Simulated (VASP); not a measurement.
# HfSn3S8 in VASP: notebook

Runs on HfSn3S8. Level: PBE. Tasks: single point.

Program: VASP 6.6.1. These are calculated values, not measurements. Logs are shortened: lines on timing, memory, paths and dates and some standing lists are left out, and cuts for length are marked.

**1. The cell of the first run**

Symmetry: R-3m, No. 166, trigonal system. Conventional cell: a = 7.470 Å, b = 7.470 Å, c = 18.144 Å, α = 90.00°, β = 90.00°, γ = 120.00°. Hf (site symmetry -3m) has 6 S at 2.58 Å within 3.4 Å. Within 3.4 Å of Sn (site symmetry 2/m) lie 6 S at 2.60 to 2.61 Å. Within 3.4 Å of S (site symmetry 3m) lie 3 Sn at 2.60 Å. Within 3.4 Å of S (site symmetry m) lie 1 Hf at 2.58 Å and 2 Sn at 2.61 Å.

**2. Single point, PBE**

The input, INCAR:

```
SYSTEM = HfSn3S8
  PREC = Accurate
  ENCUT = 520
  EDIFF = 1E-6
  ISMEAR = 0
  SIGMA = 0.1
  LREAL = .False.
  LASPH = .True.
  NELM = 60
  ALGO = Normal
  ISIF = 2
  LWAVE = .False.
  LCHARG = .True.
  GGA = PE
  LELF = .True.
  LVHAR = .True.
  NBANDS = 62
```

The input, KPOINTS:

```
Automatic mesh
0
Gamma
  3 3 3
  0 0 0
```

The input, POSCAR:

```
HfSn3S8
1.0
    3.7350648000      2.1564407000      6.0479168000
   -3.7350648000      2.1564407000      6.0479168000
    0.0000000000     -4.3128813000      6.0479168000
Hf Sn S
1 3 8
Direct
    0.5000000000      0.5000000000      0.5000000000
    0.5000000000      0.0000000000      0.5000000000
    0.5000000000      0.5000000000      0.0000000000
    0.0000000000      0.5000000000      0.5000000000
    0.7464710000      0.7464710000      0.7464710000
    0.7450690000      0.2601020000      0.7450690000
    0.7450690000      0.7450690000      0.2601020000
    0.2601020000      0.7450690000      0.7450690000
    0.2535290000      0.2535290000      0.2535290000
    0.2549310000      0.7398980000      0.2549310000
    0.2549310000      0.2549310000      0.7398980000
    0.7398980000      0.2549310000      0.2549310000
```

Potentials or basis: VASP PAW PBE potentials, release 64 (Hf_pv, Sn_d, S).

Run with:

```bash
$ cat potpaw_PBE.64/Hf_pv/POTCAR potpaw_PBE.64/Sn_d/POTCAR potpaw_PBE.64/S/POTCAR > POTCAR
$ mpirun -np 1 vasp_std > vasp.out
```

OUTCAR:

```text
SYSTEM = HfSn3S8
   PREC = Accurate
   ENCUT = 520
   EDIFF = 1E-6
   ISMEAR = 0
   LREAL = .False.
   LASPH = .True.
   NELM = 60
   ISIF = 2
   GGA = PE

 ion  position               nearest neighbor table
   1  0.500  0.500  0.500-   6 2.58   8 2.58  10 2.58  12 2.58  11 2.58   7 2.58   3 3.71   3 3.71
                             4 3.71   2 3.71   2 3.71   4 3.71
   2  0.500  0.000  0.500-   5 2.60   9 2.60   7 2.61  11 2.61   8 2.61  12 2.61   1 3.71   1 3.71
                             3 3.74   3 3.74   4 3.74   4 3.74
   3  0.500  0.500  0.000-   5 2.60   9 2.60   8 2.61   6 2.61  10 2.61  12 2.61   1 3.71   1 3.71
                             2 3.74   4 3.74   2 3.74   4 3.74
   4  0.000  0.500  0.500-   5 2.60   9 2.60   7 2.61  11 2.61  10 2.61   6 2.61   1 3.71   1 3.71
                             3 3.74   3 3.74   2 3.74   2 3.74
   5  0.746  0.746  0.746-   2 2.60   4 2.60   3 2.60
   6  0.745  0.260  0.745-   1 2.58   3 2.61   4 2.61
   7  0.745  0.745  0.260-   1 2.58   2 2.61   4 2.61
   8  0.260  0.745  0.745-   1 2.58   3 2.61   2 2.61
   9  0.254  0.254  0.254-   2 2.60   4 2.60   3 2.60
  10  0.255  0.740  0.255-   1 2.58   3 2.61   4 2.61
  11  0.255  0.255  0.740-   1 2.58   2 2.61   4 2.61
  12  0.740  0.255  0.255-   1 2.58   3 2.61   2 2.61

  LATTYP: Found a trigonal (rhomboedric) cell.
 ALAT       =     7.4282058889
 COS(alpha) =     0.4943402216

  Lattice vectors:

 A1 = (   3.7350648000,   2.1564407000,   6.0479168000)
 A2 = (  -3.7350648000,   2.1564407000,   6.0479168000)
 A3 = (   0.0000000000,  -4.3128813000,   6.0479168000)

Analysis of symmetry for initial positions (statically):
=====================================================================
 Subroutine PRICEL returns:
 Original cell was already a primitive cell.

 Routine SETGRP: Setting up the symmetry group for a
 trigonal (rhombohedral) supercell.

 Subroutine GETGRP returns: Found 12 space group operations
 (whereof 12 operations were pure point group operations)
 out of a pool of 12 trial point group operations.

The static configuration has the point symmetry D_3d.

Analysis of symmetry for dynamics (positions and initial velocities):
=====================================================================
 Subroutine PRICEL returns:
 Original cell was already a primitive cell.

 Routine SETGRP: Setting up the symmetry group for a
 trigonal (rhombohedral) supercell.

 Subroutine GETGRP returns: Found 12 space group operations
 (whereof 12 operations were pure point group operations)
 out of a pool of 12 trial point group operations.

The dynamic configuration has the point symmetry D_3d.

 Subroutine INISYM returns: Found 12 space group operations
 (whereof 12 operations are pure point group operations),
 and found     1 'primitive' translations

----------------------------------------------------------------------------------------

                                     Primitive cell

  volume of cell :     292.2757

  direct lattice vectors                    reciprocal lattice vectors
     3.735064800  2.156440700  6.047916800     0.133866486  0.077287852  0.055115396
    -3.735064800  2.156440700  6.047916800    -0.133866486  0.077287852  0.055115396
     0.000000000 -4.312881300  6.047916800     0.000000000 -0.154575704  0.055115398

  length of vectors
     7.428205919  7.428205919  7.428205889     0.164107754  0.164107754  0.164107755

  position of ions in fractional coordinates (direct lattice)
     0.500000000  0.500000000  0.500000000
     0.500000000  1.000000000  0.500000000
     0.500000000  0.500000000  1.000000000
     1.000000000  0.500000000  0.500000000
     0.746471000  0.746471000  0.746471000
     0.745069000  0.260102000  0.745069000
     0.745069000  0.745069000  0.260102000
     0.260102000  0.745069000  0.745069000
     0.253529000  0.253529000  0.253529000
     0.254931000  0.739898000  0.254931000
     0.254931000  0.254931000  0.739898000
     0.739898000  0.254931000  0.254931000

  ion indices of the primitive-cell ions
   primitive index   ion index
                 1           1
                 2           2
                 3           3
                 4           4
                 5           5
                 6           6
                 7           7
                 8           8
                 9           9
                10          10
                11          11
                12          12

----------------------------------------------------------------------------------------

 KPOINTS: Automatic mesh

Automatic generation of k-mesh.
 Grid dimensions read from file:
 generate k-points for:    3    3    3

 Generating k-lattice:

  Cartesian coordinates                     Fractional coordinates (reciprocal lattice)
     0.044622162  0.025762617  0.018371799     0.333333333  0.000000000 -0.000000000
    -0.044622162  0.025762617  0.018371799     0.000000000  0.333333333 -0.000000000
     0.000000000 -0.051525235  0.018371799    -0.000000000 -0.000000000  0.333333333

  Length of vectors
     0.054702585  0.054702585  0.054702585

  Shift w.r.t. Gamma in fractional coordinates (k-lattice)
     0.000000000  0.000000000  0.000000000

 Subroutine IBZKPT returns following result:
 ===========================================

 Found      6 irreducible k-points:

 Following reciprocal coordinates:
            Coordinates               Weight
  0.000000  0.000000  0.000000      1.000000
  0.333333  0.000000  0.000000      6.000000
  0.333333  0.333333  0.000000      6.000000
 -0.333333  0.333333  0.000000      6.000000
  0.333333  0.333333  0.333333      2.000000
 -0.333333  0.333333  0.333333      6.000000
   k-points           NKPTS =      6   k-points in BZ     NKDIM =      6   number of bands    NBANDS=     62
   number of dos      NEDOS =    301   number of ions     NIONS =     12
   total plane-waves  NPLWV = 175616
   dimension x,y,z NGX =    56 NGY =   56 NGZ =   56
   dimension x,y,z NGXF=   112 NGYF=  112 NGZF=  112
   ions per type =               1   3   8
   NGX,Y,Z   is equivalent  to a cutoff of  12.53, 12.53, 12.53 a.u.
   NGXF,Y,Z  is equivalent  to a cutoff of  25.07, 25.07, 25.07 a.u.
 SYSTEM =  HfSn3S8
   PREC   = accura    normal or accurate (medium, high low for compatibility)
   ISTART =      0    job   : 0-new  1-cont  2-samecut
   ICHARG =      2    charge: 1-file 2-atom 10-const
   ISPIN  =      1    spin polarized calculation?
   LNONCOLLINEAR =      F non collinear calculations
   LSORBIT =      F    spin-orbit coupling
   LASPH  =      T    aspherical Exc in radial PAW
   ENCUT  =  520.0 eV  38.22 Ry    6.18 a.u.  13.81 13.81 13.81*2*pi/ulx,y,z
   NELM   =     60;   NELMIN=  2; NELMDL= -5     # of ELM steps
   EDIFF  = 0.1E-05   stopping-criterion for ELM
   LREAL  =      F    real-space projection
   EDIFFG = 0.1E-04   stopping-criterion for IOM
   NSW    =      0    number of steps for IOM
   IBRION =     -1    ionic relax: 0-MD 1-quasi-New 2-CG
   NFREE  =      0    steps in history (QN), initial steepest desc. (CG)
   ISIF   =      2    stress and relaxation
   ISYM   =      2    0-nonsym 1-usesym 2-fastsym
   POTIM  = 0.5000    time-step for ionic-motion
   TEBEG  =    0.0;   TEEND  =   0.0 temperature during run
   PSTRESS=    0.0 pullay stress
   NELECT =     100.0000    total number of electrons
   NUPDOWN=      -1.0000    fix difference up-down
   EMIN   =  10.00;   EMAX   =-10.00  energy-range for DOS
   EFERMI =   0.00;   METHOD = LEGACY
   ISMEAR =     0;   SIGMA  =   0.10  broadening in eV -4-tet -1-fermi 0-gaus
   EFERMI_NEDOS =   21; number of points for ismear=-14 and -15
   IALGO  =     38    algorithm
   IMIX   =      4    mixing-type and parameters
     AMIX     =   0.40;   BMIX     =  1.00
     AMIX_MAG =   1.60;   BMIX_MAG =  1.00
  volume/ion in A,a.u.               =      24.36       164.36
  Fermi-wavevector in a.u.,A,eV,Ry     =   1.145013  2.163762 17.837998  1.311056
  Thomas-Fermi vector in A             =   2.281703
   LORBIT       =      0    0 simple, 1 ext, 2 COOP (PROOUT), +10 PAW based schemes
   GGA     = PE    functional components
   LHFCALC =     F    Hartree Fock is set to
   AEXX    =    0.0000 exact exchange contribution
   IVDW    =     0    specifies the selected vdW correction
   LEPSILON=     F    determine dielectric tensor
   LRPA    =     F    only Hartree local field effects (RPA)
 non-spin polarized calculation
 Gauss-broadening in eV      SIGMA  =   0.10
  energy-cutoff  :      520.00
  volume of cell :      292.28
 maximum number of plane-waves:      7879
   NGX = 27   NGY = 27   NGZ = 27

 number of electron     100.0000010 magnetization

 Free energy of the ion-electron system (eV)
  ---------------------------------------------------
  ext. energy  EPLUGINS =         0.00000000
  ---------------------------------------------------
  free energy    TOTEN  =       -61.89093165 eV

  energy without entropy =      -61.89093163  energy(sigma->0) =      -61.89093164

 E-fermi :   3.8663     XC(G=0):  -9.2198

 val. band max:        3.4927249634   @ k =   0.3333   0.0000   0.0000
 cond. band min:       4.2254107391   @ k =   0.0000   0.0000   0.0000
 fundamental gap:      0.7326857758
 Fermi energy:         3.8663203623

 k-point     1 :       0.0000    0.0000    0.0000
  band No.  band energies     occupation
      1     -27.0995      2.00000
      2     -27.0995      2.00000
      3     -27.0743      2.00000
      4     -17.5957      2.00000
      5     -17.5534      2.00000
      6     -17.5534      2.00000
[... 54 lines left out ...]
     61       9.1623      0.00000
     62       9.1956      0.00000

 k-point     2 :       0.3333    0.0000    0.0000
  band No.  band energies     occupation
      1     -27.0995      2.00000
      2     -27.0995      2.00000
      3     -27.0743      2.00000
      4     -17.5792      2.00000
      5     -17.5512      2.00000
      6     -17.5386      2.00000
[... 259 lines left out ...]
      6     -17.5384      2.00000
[... 54 lines left out ...]
     61       9.2682      0.00000
     62       9.2775      0.00000

------------------------ aborting loop because EDIFF is reached ----------------------------------------

  FORCE on cell =-STRESS in cart. coord.  units (eV):
  Direction    XX          YY          ZZ          XY          YZ          ZX
  --------------------------------------------------------------------------------------
  -------------------------------------------------------------------------------------
  Total       -0.3924908     -0.3924908     -0.3871894      0.0000000     -0.0000000     -0.0000000
  in kB       -2.1515297     -2.1515297     -2.1224690      0.0000000     -0.0000000     -0.0000000
  external PRESSURE =      -2.1418428 kB  Pullay stress =       0.0000000 kB

 VOLUME and BASIS-vectors are now :
 -----------------------------------------------------------------------------
  energy-cutoff  :      520.00
  volume of cell :      292.28
      direct lattice vectors                 reciprocal lattice vectors
     3.735064800  2.156440700  6.047916800     0.133866486  0.077287852  0.055115396
    -3.735064800  2.156440700  6.047916800    -0.133866486  0.077287852  0.055115396
     0.000000000 -4.312881300  6.047916800     0.000000000 -0.154575704  0.055115398

 POSITION                                       TOTAL-FORCE (eV/Angst)
 -----------------------------------------------------------------------------------
      0.00000      0.00000      9.07188         0.000000     -0.000000      0.000000
      1.86753     -1.07822      6.04792         0.000000     -0.000000      0.000000
      0.00000      2.15644      6.04792         0.000000     -0.000000      0.000000
     -1.86753     -1.07822      6.04792         0.000000     -0.000000      0.000000
      0.00000      0.00000     13.54378         0.000000     -0.000000     -0.015894
      1.81138     -1.04580     10.58531        -0.038093      0.021993     -0.016853
      0.00000      2.09161     10.58531         0.000000     -0.043986     -0.016853
     -1.81138     -1.04580     10.58531         0.038093      0.021993     -0.016853
      0.00000      0.00000      4.59997         0.000000      0.000000      0.015894
     -1.81138      1.04580      7.55844         0.038093     -0.021993      0.016853
      0.00000     -2.09161      7.55844         0.000000      0.043986      0.016853
      1.81138      1.04580      7.55844        -0.038093     -0.021993      0.016853
 -----------------------------------------------------------------------------------
    total drift:                               -0.000000      0.000000      0.000000

  FREE ENERGIE OF THE ION-ELECTRON SYSTEM (eV)
  ---------------------------------------------------
  free  energy   TOTEN  =       -61.8909316513 eV

  energy  without entropy=      -61.8909316299  energy(sigma->0) =      -61.89093164
```

Wall time 96 s (1 thread of Intel Xeon 6975P-C (Granite Rapids), shared host); peak memory 0.46 GiB.

Results:

| Item | Value |
| --- | --- |
| Free energy | -61.8909 eV |
| Pressure | -0.2 GPa |
| Largest force | 0.047 eV/Å |
| Band gap on the k mesh | 0.73 eV (least direct gap 0.80 eV) |

Forces on the atoms (eV/Å):
```
Hf   0.000  0.000  0.000
Sn   0.000  0.000  0.000
Sn   0.000  0.000  0.000
Sn   0.000  0.000  0.000
S    0.000  0.000 -0.016
S   -0.038  0.022 -0.017
S    0.000 -0.044 -0.017
S    0.038  0.022 -0.017
S    0.000  0.000  0.016
S    0.038 -0.022  0.017
S    0.000  0.044  0.017
S   -0.038 -0.022  0.017
```

Caveat: spin-orbit coupling is left out, which moves the levels of the heavy elements; an odd mesh through Γ misses points on the zone boundary, where band edges can lie.

**3. Single point, PBE**

The input, INCAR:

```
SYSTEM = HfSn3S8
ALGO = Normal
EDIFF = 1E-6
ENCUT = 520
GGA = PE
ISIF = 2
ISMEAR = 0
LASPH = .TRUE.
LCHARG = .FALSE.
LREAL = .FALSE.
LWAVE = .FALSE.
NBANDS = 62
NELM = 60
PREC = Accurate
SIGMA = 0.1
```

The input, KPOINTS:

```
k-points
0
G
  3 3 3
  0 0 0
```

POSCAR: that of step 2 with these lines changed.

```diff
@@ -2,5 +2,5 @@
 1.0
-    3.7350648000      2.1564407000      6.0479168000
-   -3.7350648000      2.1564407000      6.0479168000
-    0.0000000000     -4.3128813000      6.0479168000
+    3.7350647991      2.1564406839      6.0479167941
+   -3.7350647991      2.1564406839      6.0479167941
+    0.0000000000     -4.3128813177      6.0479168119
 Hf Sn S
@@ -10,3 +10,3 @@
     0.5000000000      0.0000000000      0.5000000000
-    0.5000000000      0.5000000000      0.0000000000
+    0.5000000000      0.5000000000      1.0000000000
     0.0000000000      0.5000000000      0.5000000000
```

Potentials or basis: VASP PAW PBE potentials, release 64 (Hf_pv, Sn_d, S).

Run with:

```bash
$ cat potpaw_PBE.64/Hf_pv/POTCAR potpaw_PBE.64/Sn_d/POTCAR potpaw_PBE.64/S/POTCAR > POTCAR
$ mpirun -np 1 vasp_std > vasp.out
```

It took 99 s on 1 thread of Intel Xeon 6975P-C (Granite Rapids), shared host; peak memory 0.46 GiB.

The run converged. Its results:

```
Free energy            : -61.8909 eV
Pressure               : -0.2 GPa
Largest force          : 0.047 eV/Å
Band gap on the k mesh : 0.73 eV (least direct gap 0.80 eV)
```

Forces in eV/Å, atoms in the order of the input:
```
Hf   0.000  0.000  0.000
Sn   0.000  0.000  0.000
Sn   0.000  0.000  0.000
Sn   0.000  0.000  0.000
S    0.000  0.000 -0.016
S   -0.038  0.022 -0.017
S    0.000 -0.044 -0.017
S    0.038  0.022 -0.017
S    0.000  0.000  0.016
S    0.038 -0.022  0.017
S    0.000  0.044  0.017
S   -0.038 -0.022  0.017
```

Levels at points of the mesh, in eV from the valence-band top:
| k point | band 46 | band 47 | band 48 | band 49 | band 50 | band 51 | band 52 | band 53 | band 54 | band 55 |
| --- | --- | --- | --- | --- | --- | --- | --- | --- | --- | --- |
| (0.00, 0.00, 0.00) | -0.17 | -0.17 | -0.12 | -0.07 | -0.07 | 0.73 | 0.73 | 0.83 | 3.01 | 3.01 |

Caveat: spin-orbit coupling is left out, which moves the levels of the heavy elements; an odd mesh through Γ misses points on the zone boundary, where band edges can lie.

**4. Single point, PBE**

The input, INCAR:

```
  PREC = Accurate
  ENCUT = 520
  EDIFF = 1E-6
  ISMEAR = 0
  SIGMA = 0.1
  LREAL = F
  LASPH = T
  NELM = 60
  ALGO = Normal
  ISIF = 2
  LWAVE = F
  LCHARG = T
  GGA = PE
  LELF = T
  LVHAR = T
  NBANDS = 62
```

The input, KPOINTS:

```
Automatic mesh
0
Gamma
  3 3 3
```

The input, POSCAR:

```
HfSn3S8
1.0
    3.7364411800      2.1567716467      6.0550211729
   -3.7365387109      2.1567232088      6.0551423611
   -0.0000866870     -4.3143135809      6.0554153251
Hf Sn S
1 3 8
Direct
    0.5002751462      0.5001869784      0.4995607939
    0.4999031521      0.0000393526      0.5002339958
    0.4998767920      0.4999705665      0.9999779253
    0.0000141762      0.4998646120      0.5001507464
    0.7462964267      0.7461843841      0.7463923221
    0.7448123983      0.2604254159      0.7449070717
    0.7449653049      0.7450888648      0.2604562214
    0.2604555240      0.7448373658      0.7448617489
    0.2537129508      0.2535485188      0.2538750321
    0.2550319556      0.7395172627      0.2550298722
    0.2551204869      0.2551793618      0.7395779823
    0.7395356863      0.2551573164      0.2549762878
```

Run with:

```bash
$ cat potpaw_PBE.64/Hf_pv/POTCAR potpaw_PBE.64/Sn_d/POTCAR potpaw_PBE.64/S/POTCAR > POTCAR
$ mpirun -np 1 vasp_std > vasp.out
```

Wall time 4.1 min (1 thread of Intel Xeon 6975P-C (Granite Rapids), shared host); peak memory 0.54 GiB.

Results (log left out):

| Quantity | Value |
| --- | --- |
| Free energy | -61.8909 eV |
| Pressure | -0.2 GPa |
| Largest force | 0.037 eV/Å |
| Band gap on the k mesh | 0.73 eV (least direct gap 0.80 eV) |

Forces on the atoms (eV/Å):
```
Hf  -0.001 -0.002  0.000
Sn   0.001  0.000 -0.001
Sn   0.000  0.000 -0.001
Sn   0.000  0.000  0.000
S   -0.001  0.001 -0.006
S   -0.029  0.018 -0.012
S    0.001 -0.034 -0.013
S    0.029  0.017 -0.012
S   -0.002  0.001  0.005
S    0.029 -0.017  0.014
S    0.001  0.034  0.013
S   -0.027 -0.018  0.013
```

Levels at points of the mesh, in eV from the valence-band top:
```
           k point  band 46  band 47  band 48  band 49  band 50  band 51  band 52  band 53  band 54  band 55
(0.00, 0.00, 0.00)    -0.17    -0.17    -0.13    -0.07    -0.07     0.73     0.73     0.82     3.01     3.01
```

Caveat: spin-orbit coupling is left out, which moves the levels of the heavy elements; an odd mesh through Γ misses points on the zone boundary, where band edges can lie.
